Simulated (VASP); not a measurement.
# TiGe4 (P-43m) in VASP: notebook, part 3 of 3

VASP 6.6.1. The steps go on from the part before.

**6. Relaxation of cell and atoms, PBE**

INCAR

```
SYSTEM = TiGe4
  PREC = Accurate
  ENCUT = 600
  EDIFF = 1E-7
  ISMEAR = 0
  SIGMA = 0.1
  LREAL = .False.
  LASPH = .True.
  NELM = 100
  ALGO = Normal
  ISIF = 3
  LWAVE = .False.
  LCHARG = .False.
  GGA = PE
  IBRION = 2
  NSW = 90
  EDIFFG = -0.04
```

KPOINTS

```
regular mesh
0
Gamma
  4 4 4
  0 0 0
```

POSCAR

```
TiGe4
1.0
    4.6380656500      0.0000000000      0.0000000000
    0.0000000000      4.6380656500      0.0000000000
    0.0000000000      0.0000000000      4.6380656500
Ti Ge
1 4
Direct
    0.0000000000      0.0000000000      0.0000000000
    0.2500000000      0.2500000000      0.2500000000
    0.7500000000      0.7500000000      0.2500000000
    0.2500000000      0.7500000000      0.7500000000
    0.7500000000      0.2500000000      0.7500000000
```

Potentials or basis: VASP PAW PBE potentials, release 64 (Ti_sv, Ge_d).

The run is started by

```
$ cat potpaw_PBE.64/Ti_sv/POTCAR potpaw_PBE.64/Ge_d/POTCAR > POTCAR
$ mpirun -np 1 vasp_std > vasp.out
```

Run time: 9.9 min. Hardware: 1 thread of Intel Xeon 6975P-C (Granite Rapids), shared host; peak memory 0.25 GiB.

The run converged. Its results:

```yaml
Free_energy: -23.5406 eV
Relaxed_volume: 21.95 Å³/atom
Relaxed_cell: a = 4.788 Å, b = 4.788 Å, c = 4.788 Å, α = 90.00°, β = 90.00°, γ = 90.00°
Space_group_after_relaxing_to_0.1_Å: P-43m (No. 215)
Energy_gained_by_relaxing: 1726.7 meV/atom
Ionic_steps: 14
Pressure_after_relaxing: 0.0 GPa
Band_gap_on_the_k_mesh: zero (bands 34 and 35 overlap by 1.02 eV)
```

The path:
| step | energy change (eV) | largest force (eV/Å) | pressure (GPa) | volume (Å³) |
| --- | --- | --- | --- | --- |
| 1 | 0.0000 | 9.3220 | 30.89 | 99.77 |
| 2 | -5.8278 | 0.5466 | -10.72 | 166.28 |
| 3 | -6.9782 | 1.5224 | -7.89 | 137.55 |
| 4 | -6.9882 | 1.6340 | -7.48 | 136.03 |
| 5 | -6.9874 | 1.7968 | -6.87 | 134.04 |
| 6 | -8.2340 | 1.3652 | -4.26 | 118.21 |
| 7 | -8.5995 | 0.0910 | 2.74 | 105.64 |
| 8 | -8.6159 | 0.3652 | 0.67 | 108.27 |
| 9 | -8.6180 | 0.2532 | 1.14 | 107.57 |
| 10 | -8.6169 | 0.1712 | 1.53 | 107.08 |
| 11 | -8.6288 | 0.1912 | 0.61 | 109.00 |
| 12 | -8.6295 | 0.1221 | 0.78 | 108.63 |
| 13 | -8.6326 | 0.0469 | -0.33 | 110.27 |
| 14 | -8.6333 | 0.0034 | 0.00 | 109.77 |

Final structure:
```
CELL_PARAMETERS angstrom
4.78802 0.00000 0.00000
0.00000 4.78802 0.00000
0.00000 0.00000 4.78802
ATOMIC_POSITIONS crystal
Ti 0.00000 0.00000 0.00000
Ge 0.30687 0.30687 0.30687
Ge 0.69313 0.69313 0.30687
Ge 0.30687 0.69313 0.69313
Ge 0.69313 0.30687 0.69313
```

Levels at points of the mesh, in eV from the Fermi level:
```tsv
k point	band 31	band 32	band 33	band 34	band 35	band 36	band 37	band 38
(0.00, 0.00, 0.00)	-3.51	-0.83	-0.83	-0.83	0.97	0.97	1.47	1.47
(0.50, 0.00, 0.00)	-1.61	-1.50	-1.41	-1.41	-0.75	0.19	0.19	0.28
(0.50, 0.50, 0.00)	-2.49	-2.49	-0.47	0.03	0.36	0.43	0.43	1.65
(0.50, 0.50, 0.50)	-4.04	-3.58	0.27	0.27	0.27	0.36	0.36	3.29
```

**7. Relaxation of cell and atoms, PBE**

This run uses another cell than the first one, of 21.93 Å³/atom.

INCAR

```
SYSTEM = TiGe4
PREC = Accurate
ENCUT = 600
EDIFF = 1E-7
ISMEAR = 0
SIGMA = 0.1
LREAL = .FALSE.
LASPH = .TRUE.
NELM = 100
ALGO = Normal
ISIF = 3
LWAVE = .FALSE.
LCHARG = .FALSE.
GGA = PE
IBRION = 2
NSW = 100
EDIFFG = -0.01
```

KPOINTS

```
regular mesh
0
G
  8 8 8
  0 0 0
```

POSCAR

```
TiGe4
1.0
    4.7862712765      0.0000000000      0.0000000000
    0.0000000000      4.7862712765      0.0000000000
    0.0000000000      0.0000000000      4.7862712765
Ti Ge
1 4
Direct
    0.0000000000      0.0000000000      0.0000000000
    0.3069719086      0.3069719086      0.3069719086
    0.6930280914      0.6930280914      0.3069719086
    0.3069719086      0.6930280914      0.6930280914
    0.6930280914      0.3069719086      0.6930280914
```

The run is started by

```
$ cat potpaw_PBE.64/Ti_sv/POTCAR potpaw_PBE.64/Ge_d/POTCAR > POTCAR
$ mpirun -np 1 vasp_std > vasp.out
```

Run time: 5.2 min. Hardware: 1 thread of Intel Xeon 6975P-C (Granite Rapids), shared host; peak memory 0.33 GiB.

It converged, with:

| Quantity | Value |
| --- | --- |
| Free energy | -23.6094 eV |
| Relaxed volume | 21.90 Å³/atom |
| Relaxed cell | a = 4.784 Å, b = 4.784 Å, c = 4.784 Å, α = 90.00°, β = 90.00°, γ = 90.00° |
| Space group after relaxing (to 0.1 Å) | P-43m (No. 215) |
| Energy gained by relaxing | 0.1 meV/atom |
| Ionic steps | 2 |
| Pressure after relaxing | 0.1 GPa |
| Largest force after relaxing | 0.005 eV/Å |
| Band gap on the k mesh | zero (bands 34 and 35 overlap by 1.04 eV) |

Forces in eV/Å, atoms in the order of the input:
```
Ti   0.000  0.000  0.000
Ge  -0.003 -0.003 -0.003
Ge   0.003  0.003 -0.003
Ge  -0.003  0.003  0.003
Ge   0.003 -0.003  0.003
```

Step by step:
| step | energy change (eV) | largest force (eV/Å) | pressure (GPa) | volume (Å³) |
| --- | --- | --- | --- | --- |
| 1 | 0.0000 | 0.0549 | -0.07 | 109.65 |
| 2 | -0.0003 | 0.0049 | 0.06 | 109.49 |

Final structure:
```yaml
crystal:
  lattice:
    - [4.78397, 0.00000, 0.00000]
    - [0.00000, 4.78397, 0.00000]
    - [0.00000, 0.00000, 4.78397]
  atoms:
    - { symbol: Ti, position: [0.00000, 0.00000, 0.00000] }
    - { symbol: Ge, position: [0.30729, 0.30729, 0.30729] }
    - { symbol: Ge, position: [0.69271, 0.69271, 0.30729] }
    - { symbol: Ge, position: [0.30729, 0.69271, 0.69271] }
    - { symbol: Ge, position: [0.69271, 0.30729, 0.69271] }
```

Levels at points of the mesh, in eV from the Fermi level:
| k point | band 32 | band 33 | band 34 | band 35 | band 36 | band 37 |
| --- | --- | --- | --- | --- | --- | --- |
| (0.00, 0.00, 0.00) | -0.77 | -0.77 | -0.77 | 1.03 | 1.03 | 1.54 |
| (0.50, 0.00, 0.00) | -1.42 | -1.34 | -1.34 | -0.69 | 0.25 | 0.25 |
| (0.50, 0.50, 0.00) | -2.42 | -0.39 | 0.09 | 0.42 | 0.51 | 0.51 |
| (0.50, 0.50, 0.50) | -3.50 | 0.33 | 0.33 | 0.33 | 0.42 | 0.42 |

**8. Summary**

| task | cell | k mesh | cutoff (eV) | gap on the mesh (eV) | pressure (GPa) | relaxed volume (Å³/atom) | largest force (eV/Å) |
| --- | --- | --- | --- | --- | --- | --- | --- |
| single point | a = 4.638 Å, 5 atoms, atomic positions A | 4 × 4 × 4 | 520 | none | 30.7 | - | - |
| single point | a = 4.786 Å, 5 atoms, atomic positions B | 4 × 4 × 4 | 520 | none | 0.0 | - | 0.02 |
| single point | a = 4.785 Å, 5 atoms, atomic positions C | 8 × 8 × 8 | 520 | none | 0.0 | - | 0.02 |
| relaxation of cell and atoms | relaxed from a = 4.638 Å, 5 atoms, atomic positions A | 4 × 4 × 4 | 600 | none | 0.0 | 21.95 | - |
| relaxation of cell and atoms | relaxed from a = 4.786 Å, 5 atoms, atomic positions B | 8 × 8 × 8 | 600 | none | 0.1 | 21.90 | - |

Alike in all rows: level PBE; potentials or basis VASP PAW PBE potentials, release 64 (Ti_sv, Ge_d); no spin polarisation; smearing gaussian 0.1 eV.

Caveats: the cell stands under pressure (at least some runs).

Absolute energies hang on the potentials; compare differences alone.
